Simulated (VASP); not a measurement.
A run of VASP 6.6.1 is set up as follows.

Contents of INCAR:

```
SYSTEM = C
PREC     = Accurate       ! precision mode
ENCUT    = 520            ! plane-wave cutoff, eV
EDIFF    = 1E-6           ! SCF threshold, eV
ISMEAR   = 0              ! smearing method
SIGMA    = 0.01           ! smearing width, eV
LREAL    = .False.        ! projectors in reciprocal space
LASPH    = .True.         ! aspherical terms in the spheres
NELM     = 80             ! most SCF steps
ALGO     = Normal         ! electronic algorithm
ISIF     = 2              ! what is computed and relaxed
LWAVE    = .False.        ! write WAVECAR
LCHARG   = .True.         ! write CHGCAR
GGA      = CA             ! functional
LELF     = .True.         ! ELF
LVHAR    = .True.       
NBANDS   = 11             ! bands
```

Contents of KPOINTS:

```
regular mesh
0
Gamma
  18 18 14
  0 0 0
```

POSCAR

```
C
1.0
    2.0885136689     -1.2058866742     -0.0125715011
    2.0885136689      1.2058866742     -0.0125715011
   -1.3777474494      0.0000000000      2.7194503554
C
2
Direct
    0.8341103833      0.8341103833      0.0023281969
    0.1658896167      0.1658896167      0.9976718031
```

Potentials or basis: VASP PAW LDA potentials, release 64 (C).

Command:

```bash
$ cat potpaw_LDA.64/C/POTCAR > POTCAR
$ mpirun -np 1 vasp_std > vasp.out
```

Predict the pressure.

23.0 GPa.

Stress tensor (GPa, compression positive):
```
23.61  0.00 -0.01
 0.00 23.61  0.00
-0.01  0.00 21.92
```

Caveat: the cell stands under pressure.
